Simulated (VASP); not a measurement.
# ZnS (rocksalt type) (Fm-3m) in VASP: further runs, part 2 of 2

VASP 6.6.1.

### 4 Single point, PBEsol (14.85 Å³/atom)

This run uses another cell than the first one, of 14.85 Å³/atom.

INCAR

```
ALGO = Normal
EDIFF = 1E-6
ENCUT = 500
GGA = PS
GGA_COMPAT = False
ISIF = 2
ISMEAR = -1
LASPH = True
LCHARG = False
LREAL = False
LWAVE = False
NBANDS = 16
NELM = 120
PREC = Accurate
SIGMA = 0.05
```

KPOINTS

```
k-points
0
Gamma
  16 16 16
```

POSCAR

```
ZnS
1.0
    0.0000000000      2.4578084346      2.4578084346
    2.4578084346      0.0000000000      2.4578084346
    2.4578084346      2.4578084346      0.0000000000
Zn S
1 1
Direct
    0.0000000000      0.0000000000      0.0000000000
    0.5000000000      0.5000000000      0.5000000000
```

Potentials or basis: VASP PAW PBE potentials, release 64 (Zn, S).

The run is started by

```
cat potpaw_PBE.64/Zn/POTCAR potpaw_PBE.64/S/POTCAR > POTCAR
mpirun -np 1 vasp_std > vasp.out
```

OUTCAR:

```text
EDIFF = 1E-6
   ENCUT = 500
   GGA = PS
   ISIF = 2
   ISMEAR = -1
   LASPH = True
   LREAL = False
   NELM = 120
   PREC = Accurate

 ion  position               nearest neighbor table
   1  0.000  0.000  0.000-   2 2.46   2 2.46   2 2.46   2 2.46   2 2.46   2 2.46
   2  0.500  0.500  0.500-   1 2.46   1 2.46   1 2.46   1 2.46   1 2.46   1 2.46

  LATTYP: Found a face centered cubic cell.
 ALAT       =     4.9156168692

  Lattice vectors:

 A1 = (   0.0000000000,   2.4578084346,   2.4578084346)
 A2 = (   2.4578084346,   0.0000000000,   2.4578084346)
 A3 = (   2.4578084346,   2.4578084346,   0.0000000000)

Analysis of symmetry for initial positions (statically):
=====================================================================
 Subroutine PRICEL returns:
 Original cell was already a primitive cell.

 Routine SETGRP: Setting up the symmetry group for a
 face centered cubic supercell.

 Subroutine GETGRP returns: Found 48 space group operations
 (whereof 48 operations were pure point group operations)
 out of a pool of 48 trial point group operations.

The static configuration has the point symmetry O_h .

Analysis of symmetry for dynamics (positions and initial velocities):
[... 159 lines left out ...]
 E-fermi :   5.0128     XC(G=0): -11.5247

 val. band max:        4.9956038964   @ k =  -0.1875   0.1875   0.0000
 cond. band min:       5.1371345264   @ k =  -0.4375   0.5000   0.0625
 fundamental gap:      0.1415306299
 Fermi energy:         5.0127801406

 k-point     1 :       0.0000    0.0000    0.0000
  band No.  band energies     occupation
      1      -9.7877      2.00000
      2      -1.6223      2.00000
      3      -1.6223      2.00000
      4      -1.6069      2.00000
      5      -1.6069      2.00000
      6      -1.6069      2.00000
[... 433 lines left out ...]
      3      -1.6559      2.00000
      4      -1.6271      2.00000
      5      -1.5934      2.00000
      6      -1.5825      2.00000
[... 8 lines left out ...]
     15      15.9648      0.00000
     16      17.3834      0.00000

 [... further k-points ...]

------------------------ aborting loop because EDIFF is reached ----------------------------------------

  FORCE on cell =-STRESS in cart. coord.  units (eV):
  Direction    XX          YY          ZZ          XY          YZ          ZX
  --------------------------------------------------------------------------------------
  -------------------------------------------------------------------------------------
  Total        1.3686275      1.3686275      1.3686275      0.0000000      0.0000000      0.0000000
  in kB       73.8451144     73.8451144     73.8451144      0.0000000      0.0000000      0.0000000
  external PRESSURE =      73.8451144 kB  Pullay stress =       0.0000000 kB

 VOLUME and BASIS-vectors are now :
 -----------------------------------------------------------------------------
  energy-cutoff  :      500.00
  volume of cell :       29.69
      direct lattice vectors                 reciprocal lattice vectors
     0.000000000  2.457808435  2.457808435    -0.203433267  0.203433267  0.203433267
     2.457808435  0.000000000  2.457808435     0.203433267 -0.203433267  0.203433267
     2.457808435  2.457808435  0.000000000     0.203433267  0.203433267 -0.203433267

 POSITION                                       TOTAL-FORCE (eV/Angst)
 -----------------------------------------------------------------------------------
      0.00000      0.00000      0.00000         0.000000     -0.000000      0.000000
      2.45781      2.45781      2.45781        -0.000000      0.000000     -0.000000
 -----------------------------------------------------------------------------------
    total drift:                               -0.000000      0.000000      0.000000

  FREE ENERGIE OF THE ION-ELECTRON SYSTEM (eV)
  ---------------------------------------------------
  free  energy   TOTEN  =        -7.0044738420 eV

  energy  without entropy=       -7.0020041659  energy(sigma->0) =       -7.00323900
```

OSZICAR:

```text
N       E                     dE             d eps       ncg     rms          rms(c)
DAV:   1     0.835022077100E+02    0.83502E+02   -0.89256E+03  4728   0.144E+03
DAV:   2    -0.271673135196E+01   -0.86219E+02   -0.80150E+02  5240   0.260E+02
DAV:   3    -0.740319846821E+01   -0.46865E+01   -0.46605E+01  5848   0.593E+01
DAV:   4    -0.744166294881E+01   -0.38464E-01   -0.38457E-01  5416   0.541E+00
DAV:   5    -0.744199994878E+01   -0.33700E-03   -0.33699E-03  5952   0.522E-01    0.854E+00
DAV:   6    -0.703405750950E+01    0.40794E+00   -0.79623E-01  6448   0.321E+01    0.655E+00
DAV:   7    -0.700853828680E+01    0.25519E-01   -0.18746E-01  5568   0.471E+00    0.296E+00
DAV:   8    -0.700484837133E+01    0.36899E-02   -0.43012E-03  6744   0.123E+00    0.633E-01
DAV:   9    -0.700446195977E+01    0.38641E-03   -0.12151E-03  5664   0.308E-01    0.766E-02
DAV:  10    -0.700447292919E+01   -0.10969E-04   -0.93297E-05  5968   0.101E-01    0.368E-02
DAV:  11    -0.700447421129E+01   -0.12821E-05   -0.12027E-05  7048   0.792E-02    0.867E-03
DAV:  12    -0.700447384201E+01    0.36928E-06   -0.17590E-06  4080   0.290E-02
   1 F= -.70044738E+01 E0= -.70032390E+01  d E =-.246968E-02
```

stdout:

```text
POSCAR found type information on POSCAR ZnS
 POSCAR found :  2 types and       2 ions
 scaLAPACK will be used
 -----------------------------------------------------------------------------
|                                                                             |
|                                                                             |
|     You enforced a specific xc type in the INCAR file but a different       |
|     I HOPE YOU KNOW WHAT YOU ARE DOING!                                     |
|                                                                             |
 -----------------------------------------------------------------------------

 LDA part: xc-table for (Slater+PW92), standard interpolation
 POSCAR, INCAR and KPOINTS ok, starting setup
 FFT: planning ... GRIDC
 FFT: planning ... GRID_SOFT
 FFT: planning ... GRID
 WAVECAR not read
 entering main loop
```

It took 95 s on 1 thread of Intel Xeon Platinum 8375C at 2.90GHz (Ice Lake), shared host; peak memory 0.2 GiB.

What came out:

```
Free energy            : -7.0045 eV
Pressure               : 7.4 GPa
Band gap on the k mesh : zero (bands 9 and 10 overlap by 0.44 eV)
```

Caveat: the cell stands under pressure; semilocal functionals underestimate gaps, so a narrow gap can read as zero; the PAW data sets were made with another functional, which shifts forces and pressure a little.

### 5 Single point, PBEsol (14.85 Å³/atom)

This run uses another cell than the first one, of 14.85 Å³/atom.

INCAR

```
SYSTEM = ZnS
ALGO = Normal
EDIFF = 1E-6
ENCUT = 500
GGA = PS
GGA_COMPAT = .FALSE.
ISIF = 2
ISMEAR = -1
LASPH = .TRUE.
LCHARG = .FALSE.
LREAL = .FALSE.
LWAVE = .FALSE.
NBANDS = 16
NELM = 120
PREC = Accurate
SIGMA = 0.05
```

KPOINTS

```
k-points
0
G
  16 16 16
  0 0 0
```

POSCAR is that of step 4.

Potentials or basis: VASP PAW PBE potentials, release 64 (Zn, S).

The run is started by

```
cat potpaw_PBE.64/Zn/POTCAR potpaw_PBE.64/S/POTCAR > POTCAR
mpirun -np 1 vasp_std > vasp.out
```

OUTCAR:

```text
SYSTEM = ZnS
   EDIFF = 1E-6
   ENCUT = 500
   GGA = PS
   ISIF = 2
   ISMEAR = -1
   LASPH = .TRUE.
   LREAL = .FALSE.
   NELM = 120
   PREC = Accurate

 ion  position               nearest neighbor table
   1  0.000  0.000  0.000-   2 2.46   2 2.46   2 2.46   2 2.46   2 2.46   2 2.46
   2  0.500  0.500  0.500-   1 2.46   1 2.46   1 2.46   1 2.46   1 2.46   1 2.46

  LATTYP: Found a face centered cubic cell.
 ALAT       =     4.9156168692

  Lattice vectors:

[... 644 lines left out ...]

  FORCE on cell =-STRESS in cart. coord.  units (eV):
  Direction    XX          YY          ZZ          XY          YZ          ZX
  --------------------------------------------------------------------------------------
  -------------------------------------------------------------------------------------
  Total        1.3686275      1.3686275      1.3686275      0.0000000      0.0000000      0.0000000
  in kB       73.8451144     73.8451144     73.8451144      0.0000000      0.0000000      0.0000000
  external PRESSURE =      73.8451144 kB  Pullay stress =       0.0000000 kB

 VOLUME and BASIS-vectors are now :
 -----------------------------------------------------------------------------
  energy-cutoff  :      500.00
  volume of cell :       29.69
      direct lattice vectors                 reciprocal lattice vectors
     0.000000000  2.457808435  2.457808435    -0.203433267  0.203433267  0.203433267
     2.457808435  0.000000000  2.457808435     0.203433267 -0.203433267  0.203433267
     2.457808435  2.457808435  0.000000000     0.203433267  0.203433267 -0.203433267

 POSITION                                       TOTAL-FORCE (eV/Angst)
 -----------------------------------------------------------------------------------
      0.00000      0.00000      0.00000         0.000000     -0.000000      0.000000
      2.45781      2.45781      2.45781        -0.000000      0.000000     -0.000000
 -----------------------------------------------------------------------------------
    total drift:                               -0.000000      0.000000      0.000000

  FREE ENERGIE OF THE ION-ELECTRON SYSTEM (eV)
  ---------------------------------------------------
  free  energy   TOTEN  =        -7.0044738420 eV

  energy  without entropy=       -7.0020041659  energy(sigma->0) =       -7.00323900
```

stdout:

```text
POSCAR found type information on POSCAR ZnS
 POSCAR found :  2 types and       2 ions
 scaLAPACK will be used
 -----------------------------------------------------------------------------
|                                                                             |
|                                                                             |
|     You enforced a specific xc type in the INCAR file but a different       |
|     I HOPE YOU KNOW WHAT YOU ARE DOING!                                     |
|                                                                             |
 -----------------------------------------------------------------------------

 LDA part: xc-table for (Slater+PW92), standard interpolation
 POSCAR, INCAR and KPOINTS ok, starting setup
 FFT: planning ... GRIDC
 FFT: planning ... GRID_SOFT
 FFT: planning ... GRID
 WAVECAR not read
 entering main loop
```

It took 96 s on 1 thread of Intel Xeon Platinum 8375C at 2.90GHz (Ice Lake), shared host; peak memory 0.2 GiB.

What came out:

| Quantity | Value |
| --- | --- |
| Free energy | -7.0045 eV |
| Pressure | 7.4 GPa |
| Band gap on the k mesh | zero (bands 9 and 10 overlap by 0.44 eV) |

Levels at points of the mesh, in eV from the Fermi level:
```tsv
k point	band 5	band 6	band 7	band 8	band 9	band 10	band 11	band 12	band 13	band 14
(0.00, 0.00, 0.00)	-6.62	-6.62	-0.79	-0.79	-0.79	2.49	8.88	8.88	8.88	12.08
(0.50, 0.00, 0.00)	-6.40	-6.40	-5.72	-0.12	-0.12	3.67	5.31	5.31	8.29	13.73
(0.50, 0.50, 0.00)	-6.33	-6.15	-5.77	-3.04	-3.04	-0.46	4.97	12.65	13.15	13.15
```

Caveat: the cell stands under pressure; semilocal functionals underestimate gaps, so a narrow gap can read as zero; the PAW data sets were made with another functional, which shifts forces and pressure a little.
